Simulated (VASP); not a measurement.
A run of VASP 6.6.1 is set up as follows.

Contents of INCAR:

```
SYSTEM = SnO2
PREC = Accurate
ENCUT = 520
EDIFF = 1E-6
ISMEAR = 0
SIGMA = 0.02
LREAL = .False.
LASPH = .True.
NELM = 100
ALGO = Normal
ISIF = 2
LWAVE = .False.
LCHARG = .True.
GGA = PS
IVDW = 12
LELF = .True.
LVHAR = .True.
NBANDS = 64
```

KPOINTS

```
regular mesh
0
Gamma
  6 6 6
  0 0 0
```

File POSCAR:

```
SnO2
1.0
    3.2156683686      1.8565669983      4.1108686860
   -3.2156683686      1.8565669983      4.1108686860
    0.0000000000     -3.7131339965      4.1108686860
Sn O
4 8
Direct
    0.8647871667      0.8647871667      0.8647871667
    0.3647871667      0.3647871667      0.8647871667
    0.3647871667      0.8647871667      0.3647871667
    0.8647871667      0.3647871667      0.3647871667
    0.1190548989      0.6190548989      0.6190548989
    0.6190548989      0.1190548989      0.6190548989
    0.6190548989      0.6190548989      0.1190548989
    0.6105194344      0.6105194344      0.6105194344
    0.1190548989      0.1190548989      0.1190548989
    0.1105194344      0.1105194344      0.6105194344
    0.1105194344      0.6105194344      0.1105194344
    0.6105194344      0.1105194344      0.1105194344
```

Potentials or basis: VASP PAW PBE potentials, release 64 (Sn_d, O).

The run is started by

```bash
$ cat potpaw_PBE.64/Sn_d/POTCAR potpaw_PBE.64/O/POTCAR > POTCAR
$ mpirun -np 1 vasp_std > vasp.out
```

Task: What does it give for the largest force?

Result: 0.050 eV/Å.

Task: What does it give for the dispersion energy per atom?

Result: -0.189 eV.

Task: Estimate the band gap on the k mesh.

Result: 1.50 eV.

Task: Estimate the pressure.

Result: 0.7 GPa.

Stress tensor (GPa, compression positive):
```
0.93 0.00 0.00
0.00 0.93 0.00
0.00 0.00 0.15
```

Caveat: the PAW data sets were made with another functional, which shifts forces and pressure a little; spin-orbit coupling is left out, which moves the levels of the heavy elements.
